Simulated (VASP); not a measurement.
A run of VASP 6.6.1:

Contents of INCAR:

```
SYSTEM = Zr5N
ALGO     = Normal         ! electronic algorithm
EDIFF    = 1E-6           ! SCF threshold, eV
EDIFFG   = -0.04          ! ionic threshold
ENCUT    = 600            ! plane-wave cutoff, eV
GGA      = PE             ! functional
IBRION   = 2              ! ionic algorithm
ISIF     = 3              ! what is computed and relaxed
ISMEAR   = 0              ! smearing method
LASPH    = .True.         ! aspherical terms in the spheres
LCHARG   = .False.        ! write CHGCAR
LREAL    = .False.        ! projectors in reciprocal space
LWAVE    = .False.        ! write WAVECAR
NELM     = 60             ! most SCF steps
NSW      = 90             ! ionic steps
PREC     = Accurate       ! precision mode
SIGMA    = 0.1            ! smearing width, eV
```

Contents of KPOINTS:

```
k-points
0
Gamma
  6 6 1
  0 0 0
```

Contents of POSCAR:

```
Zr5N
1.0
    2.9506380600      0.0000000000      0.0000000000
   -1.4753190300      2.5553275100      0.0000000000
    0.0000000000      0.0000000000     15.1453773200
Zr N
5 1
Direct
    0.6666666700      0.3333333300      0.8184250000
    0.3333333300      0.6666666700      0.6598208500
    0.6666666700      0.3333333300      0.5000000000
    0.3333333300      0.6666666700      0.3401791500
    0.6666666700      0.3333333300      0.1815750000
    0.3333333300      0.6666666700      0.0000000000
```

Potentials or basis: VASP PAW PBE potentials, release 64 (Zr_sv, N).

Run with:

```bash
$ cat potpaw_PBE.64/Zr_sv/POTCAR potpaw_PBE.64/N/POTCAR > POTCAR
$ mpirun -np 1 vasp_std > vasp.out
```

Hardware: 1 thread of Intel(R) Xeon(R) Platinum 8375C CPU @ 2.90GHz (Ice Lake), with other jobs on the host.

Problem. How long does it take, and how much memory?

Solution. Wall time 15 min on 1 thread of Intel(R) Xeon(R) Platinum 8375C CPU @ 2.90GHz (Ice Lake), with other jobs on the host, peak memory 0.27 GiB. Counts: scf iterations 262, k points 7, ion steps 23.
